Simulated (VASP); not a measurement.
# Be3Pd2S (P6/mmm) in VASP: density of states with PBE

Aim: the density of states of Be3Pd2S with PBE.

Everything below comes from runs of VASP 6.6.1. Logs are shortened: lines on timing, memory, paths and dates and some standing lists are left out, and cuts for length are marked.

### Step 1. The cell of the first run

The structure is hexagonal, space group P6/mmm (No. 191). The conventional cell has a = 4.883 Å, b = 4.883 Å, c = 3.770 Å, α = 90.00°, β = 90.00°, γ = 120.00°. Be (site symmetry mmm) has 4 Pd at 2.35 Å and 4 Be at 2.44 Å and 4 S at 3.08 Å within 3.1 Å. Within 3.1 Å of Pd (site symmetry -6m2) lie 6 Be at 2.35 Å and 3 Pd at 2.82 Å and 3 S at 2.82 Å. Within 3.7 Å of S (site symmetry 6/mmm) lie 6 Pd at 2.82 Å and 12 Be at 3.08 Å.

### Step 2. Density of states, PBE

The input, POSCAR:

```
Be3Pd2S
1.0
    4.8832849352      0.0000000000      0.0000000000
   -2.4416424676      4.2290488078      0.0000000000
    0.0000000000      0.0000000000      3.7695716645
Be Pd S
3 2 1
Direct
    0.5000000000      0.0000000000      0.5000000000
    0.5000000000      0.5000000000      0.5000000000
    0.0000000000      0.5000000000      0.5000000000
    0.3333333333      0.6666666667      0.0000000000
    0.6666666667      0.3333333333      0.0000000000
    0.0000000000      0.0000000000      0.0000000000
```

The input, INCAR.step1:

```
ALGO = Normal ; EDIFF = 1E-6
ENCUT = 520 ; GGA = PE
ISIF = 2 ; ISMEAR = 0
LASPH = True ; LCHARG = True
LMAXMIX = 4 ; LREAL = False
LWAVE = False ; NBANDS = 25
NELM = 100 ; PREC = Accurate
SIGMA = 0.1
```

The input, KPOINTS.step1:

```
k-points
0
Gamma
  9 9 10
```

The input, INCAR.step2:

```
ALGO = Normal ; EDIFF = 1E-6
ENCUT = 520 ; GGA = PE
ICHARG = 11 ; ISIF = 2
ISMEAR = -5 ; LASPH = True
LCHARG = False ; LMAXMIX = 4
LORBIT = 11 ; LREAL = False
LWAVE = False ; NEDOS = 1001
NELM = 100 ; PREC = Accurate
SIGMA = 0.1
```

The input, KPOINTS.step2:

```
k-points
0
Gamma
  14 14 15
```

Potentials or basis: VASP PAW PBE potentials, release 64 (Be, Pd, S).

Run with:

```sh
$ cat potpaw_PBE.64/Be/POTCAR potpaw_PBE.64/Pd/POTCAR potpaw_PBE.64/S/POTCAR > POTCAR
$ cp INCAR.step1 INCAR
$ cp KPOINTS.step1 KPOINTS
$ mpirun -np 1 vasp_std > vasp.out
$ cp INCAR.step2 INCAR
$ cp KPOINTS.step2 KPOINTS
$ mpirun -np 1 vasp_std > vasp.out
```

OUTCAR:

```text
EDIFF = 1E-6
   ENCUT = 520
   GGA = PE
   ICHARG = 11
   ISIF = 2
   ISMEAR = -5
   LASPH = True
   LORBIT = 11
   LREAL = False
   NELM = 100
   PREC = Accurate

 ion  position               nearest neighbor table
   1  0.500  0.000  0.500-   4 2.35   5 2.35   4 2.35   5 2.35
   2  0.500  0.500  0.500-   4 2.35   5 2.35   4 2.35   5 2.35
   3  0.000  0.500  0.500-   4 2.35   5 2.35   4 2.35   5 2.35
   4  0.333  0.667  0.000-   1 2.35   1 2.35   3 2.35   3 2.35   2 2.35   2 2.35   5 2.82   6 2.82
                             5 2.82   6 2.82   6 2.82   5 2.82
   5  0.667  0.333  0.000-   1 2.35   1 2.35   3 2.35   3 2.35   2 2.35   2 2.35   4 2.82   6 2.82
                             4 2.82   6 2.82   6 2.82   4 2.82
   6  0.000  0.000  0.000-   4 2.82   5 2.82   4 2.82   5 2.82   5 2.82   4 2.82

  LATTYP: Found a hexagonal cell.
 ALAT       =     4.8832849352
 C/A-ratio  =     0.7719335887

  Lattice vectors:

 A1 = (   4.8832849352,   0.0000000000,   0.0000000000)
 A2 = (  -2.4416424676,   4.2290488078,   0.0000000000)
 A3 = (   0.0000000000,   0.0000000000,   3.7695716645)

Analysis of symmetry for initial positions (statically):
=====================================================================
 Subroutine PRICEL returns:
 Original cell was already a primitive cell.

 Routine SETGRP: Setting up the symmetry group for a
 hexagonal supercell.

 Subroutine GETGRP returns: Found 24 space group operations
 (whereof 24 operations were pure point group operations)
 out of a pool of 24 trial point group operations.

The static configuration has the point symmetry D_6h.

Analysis of symmetry for dynamics (positions and initial velocities):
=====================================================================
 Subroutine PRICEL returns:
 Original cell was already a primitive cell.

 Routine SETGRP: Setting up the symmetry group for a
 hexagonal supercell.

 Subroutine GETGRP returns: Found 24 space group operations
 (whereof 24 operations were pure point group operations)
 out of a pool of 24 trial point group operations.

The dynamic configuration has the point symmetry D_6h.

 Subroutine INISYM returns: Found 24 space group operations
 (whereof 24 operations are pure point group operations),
 and found     1 'primitive' translations

----------------------------------------------------------------------------------------

                                     Primitive cell

  volume of cell :      77.8479

  direct lattice vectors                    reciprocal lattice vectors
     4.883284935  0.000000000  0.000000000     0.204780187  0.118229896  0.000000000
    -2.441642468  4.229048808  0.000000000     0.000000000  0.236459792  0.000000000
     0.000000000  0.000000000  3.769571664     0.000000000  0.000000000  0.265282130

  length of vectors
     4.883284935  4.883284935  3.769571664     0.236459792  0.236459792  0.265282130

  position of ions in fractional coordinates (direct lattice)
     0.500000000  0.000000000  0.500000000
     0.500000000  0.500000000  0.500000000
     0.000000000  0.500000000  0.500000000
     0.333333333  0.666666667  0.000000000
     0.666666667  0.333333333  0.000000000
     0.000000000  0.000000000  0.000000000

  ion indices of the primitive-cell ions
   primitive index   ion index
                 1           1
                 2           2
                 3           3
                 4           4
                 5           5
                 6           6

----------------------------------------------------------------------------------------

 KPOINTS: k-points

Automatic generation of k-mesh.
 Grid dimensions read from file:
 generate k-points for:   14   14   15

 Generating k-lattice:

  Cartesian coordinates                     Fractional coordinates (reciprocal lattice)
     0.014627156  0.008444993  0.000000000     0.071428571  0.000000000  0.000000000
     0.000000000  0.016889985  0.000000000     0.000000000  0.071428571  0.000000000
     0.000000000  0.000000000  0.017685475     0.000000000  0.000000000  0.066666667

  Length of vectors
     0.016889985  0.016889985  0.017685475

  Shift w.r.t. Gamma in fractional coordinates (k-lattice)
     0.000000000  0.000000000  0.000000000

 TETIRR: Found   2947 inequivalent tetrahedra from    17640

 Subroutine IBZKPT returns following result:
 ===========================================

 Found    192 irreducible k-points:

 Following reciprocal coordinates:
            Coordinates               Weight
  0.000000  0.000000  0.000000      1.000000
  0.071429  0.000000  0.000000      6.000000
  0.142857  0.000000  0.000000      6.000000
  0.214286 -0.000000  0.000000      6.000000
  0.285714  0.000000  0.000000      6.000000
  0.357143 -0.000000  0.000000      6.000000
[... 16 lines left out ...]
  0.285714  0.285714  0.000000      6.000000
  0.357143  0.285714  0.000000      6.000000
 [... further k-points ...]
   k-points           NKPTS =    192   k-points in BZ     NKDIM =    192   number of bands    NBANDS=     20
   number of dos      NEDOS =   1001   number of ions     NIONS =      6
   total plane-waves  NPLWV =  36288
   dimension x,y,z NGX =    36 NGY =   36 NGZ =   28
   dimension x,y,z NGXF=    72 NGYF=   72 NGZF=   56
   ions per type =               3   2   1
   NGX,Y,Z   is equivalent  to a cutoff of  12.26, 12.26, 12.35 a.u.
   NGXF,Y,Z  is equivalent  to a cutoff of  24.51, 24.51, 24.70 a.u.
 SYSTEM =  unknown system
   PREC   = accura    normal or accurate (medium, high low for compatibility)
   ISTART =      0    job   : 0-new  1-cont  2-samecut
   ICHARG =     11    charge: 1-file 2-atom 10-const
   ISPIN  =      1    spin polarized calculation?
   LNONCOLLINEAR =      F non collinear calculations
   LSORBIT =      F    spin-orbit coupling
   LASPH  =      T    aspherical Exc in radial PAW
   ENCUT  =  520.0 eV  38.22 Ry    6.18 a.u.   9.08  9.08  7.01*2*pi/ulx,y,z
   NELM   =    100;   NELMIN=  2; NELMDL=  0     # of ELM steps
   EDIFF  = 0.1E-05   stopping-criterion for ELM
   LREAL  =      F    real-space projection
   EDIFFG = 0.1E-04   stopping-criterion for IOM
   NSW    =      0    number of steps for IOM
   IBRION =     -1    ionic relax: 0-MD 1-quasi-New 2-CG
   NFREE  =      0    steps in history (QN), initial steepest desc. (CG)
   ISIF   =      2    stress and relaxation
   ISYM   =      2    0-nonsym 1-usesym 2-fastsym
   POTIM  = 0.5000    time-step for ionic-motion
   TEBEG  =    0.0;   TEEND  =   0.0 temperature during run
   PSTRESS=    0.0 pullay stress
   NELECT =      32.0000    total number of electrons
   NUPDOWN=      -1.0000    fix difference up-down
   EMIN   =  10.00;   EMAX   =-10.00  energy-range for DOS
   EFERMI =   0.00;   METHOD = LEGACY
   ISMEAR =    -5;   SIGMA  =   0.10  broadening in eV -4-tet -1-fermi 0-gaus
   EFERMI_NEDOS =   21; number of points for ismear=-14 and -15
   IALGO  =     38    algorithm
   IMIX   =      4    mixing-type and parameters
     AMIX     =   0.40;   BMIX     =  1.00
     AMIX_MAG =   1.60;   BMIX_MAG =  1.00
  volume/ion in A,a.u.               =      12.97        87.56
  Fermi-wavevector in a.u.,A,eV,Ry     =   1.217239  2.300248 20.159359  1.481671
  Thomas-Fermi vector in A             =   2.352566
   LORBIT       =     11    0 simple, 1 ext, 2 COOP (PROOUT), +10 PAW based schemes
   GGA     = PE    functional components
   LHFCALC =     F    Hartree Fock is set to
   AEXX    =    0.0000 exact exchange contribution
   IVDW    =     0    specifies the selected vdW correction
   LEPSILON=     F    determine dielectric tensor
   LRPA    =     F    only Hartree local field effects (RPA)
 non-spin polarized calculation
 Fermi weights with tetrahedron method with Bloechl corrections
  energy-cutoff  :      520.00
  volume of cell :       77.85
 maximum number of plane-waves:      2123

 number of electron      32.0000004 magnetization

 Free energy of the ion-electron system (eV)
  ---------------------------------------------------
  ext. energy  EPLUGINS =         0.00000000
  ---------------------------------------------------
  free energy    TOTEN  =       -26.08103134 eV

  energy without entropy =      -26.08103134  energy(sigma->0) =      -26.08103134

 E-fermi :   7.5600     XC(G=0): -11.1664

 val. band max:        7.6134944516   @ k =   0.2857   0.2857   0.2000
 cond. band min:       7.4789844764   @ k =   0.2857   0.2143   0.2667
 fundamental gap:     -0.1345099752
 Fermi energy:         7.5600243632

 k-point     1 :       0.0000    0.0000    0.0000
  band No.  band energies     occupation
      1      -6.0298      2.00000
      2       0.3367      2.00000
      3       1.6237      2.00000
      4       1.6909      2.00000
      5       1.6909      2.00000
      6       2.9266      2.00000
[... 12 lines left out ...]
     19       9.4482      0.00000
     20      10.2269      0.00000

 k-point     2 :       0.0714    0.0000    0.0000
  band No.  band energies     occupation
      1      -6.0161      2.00000
      2       0.2730      2.00000
      3       1.5999      2.00000
      4       1.7115      2.00000
      5       1.7115      2.00000
      6       2.9171      2.00000
[... 12 lines left out ...]
     19       9.4115      0.00000
     20      10.1001      0.00000
[... 465 lines left out ...]
      3       0.4211      2.00000
      4       2.3468      2.00000
      5       2.4773      2.00000
      6       2.5314      2.00000
[... 12 lines left out ...]
     19      10.2423      0.00000
     20      10.4057      0.00000

 k-point    24 :       0.3571    0.2857    0.0000
  band No.  band energies     occupation
      1      -5.7162      2.00000
      2      -0.0205      2.00000
      3       0.2653      2.00000
      4       2.4305      2.00000
      5       2.4573      2.00000
      6       2.5040      2.00000
[... 12 lines left out ...]
     19      10.2634      0.00000
     20      10.4970      0.00000

 [... further k-points ...]
[... 5 lines left out ...]
  --------------------------------------------------------------------------------------
  -------------------------------------------------------------------------------------
  Total        0.3971751      0.3971751      0.1961136      0.0000000     -0.0000000      0.0000000
  in kB        8.1742097      8.1742097      4.0361888      0.0000000     -0.0000000      0.0000000
  external PRESSURE =       6.7948694 kB  Pullay stress =       0.0000000 kB

 VOLUME and BASIS-vectors are now :
 -----------------------------------------------------------------------------
  energy-cutoff  :      520.00
  volume of cell :       77.85
      direct lattice vectors                 reciprocal lattice vectors
     4.883284935  0.000000000  0.000000000     0.204780187  0.118229896  0.000000000
    -2.441642468  4.229048808  0.000000000     0.000000000  0.236459792  0.000000000
     0.000000000  0.000000000  3.769571664     0.000000000  0.000000000  0.265282130

 POSITION                                       TOTAL-FORCE (eV/Angst)
 -----------------------------------------------------------------------------------
      2.44164      0.00000      1.88479        -0.000000      0.000000     -0.000000
      1.22082      2.11452      1.88479        -0.000000      0.000000     -0.000000
     -1.22082      2.11452      1.88479        -0.000000      0.000000     -0.000000
     -0.00000      2.81937      0.00000         0.000000      0.000000     -0.000000
      2.44164      1.40968      0.00000         0.000000     -0.000000      0.000000
      0.00000      0.00000      0.00000        -0.000000      0.000000     -0.000000
 -----------------------------------------------------------------------------------
    total drift:                               -0.000000      0.000000      0.000000

  FREE ENERGIE OF THE ION-ELECTRON SYSTEM (eV)
  ---------------------------------------------------
  free  energy   TOTEN  =       -26.0810313414 eV

  energy  without entropy=      -26.0810313414  energy(sigma->0) =      -26.08103134

 total charge

# of ion       s       p       d       tot
------------------------------------------
    1        0.422   0.527   0.000   0.949
    2        0.422   0.527   0.000   0.949
    3        0.422   0.527   0.000   0.949
    4        0.537   0.599   8.563   9.699
    5        0.537   0.599   8.563   9.699
    6        1.439   2.085   0.000   3.524
--------------------------------------------------
tot          3.780   4.863  17.127  25.769
```

Run time: 2.1 min. Hardware: 1 thread of Intel Xeon 6975P-C (Granite Rapids), shared host; peak memory 0.41 GiB.

What came out:

- Valence electrons inside the program's atomic spheres: Be 0.95; Pd 9.70; S 3.52

Levels at points of the mesh, in eV from the Fermi level:
```
           k point  band 13  band 14  band 15  band 16  band 17  band 18  band 19  band 20
(0.00, 0.00, 0.00)    -2.72    -0.48    -0.48     0.37     0.37     0.92     1.89     2.67
(0.50, 0.00, 0.00)    -2.38    -1.85    -1.30     0.50     1.19     1.88     2.24     3.90
```

Caveat: tetrahedron occupations give inexact forces and stress in metals.
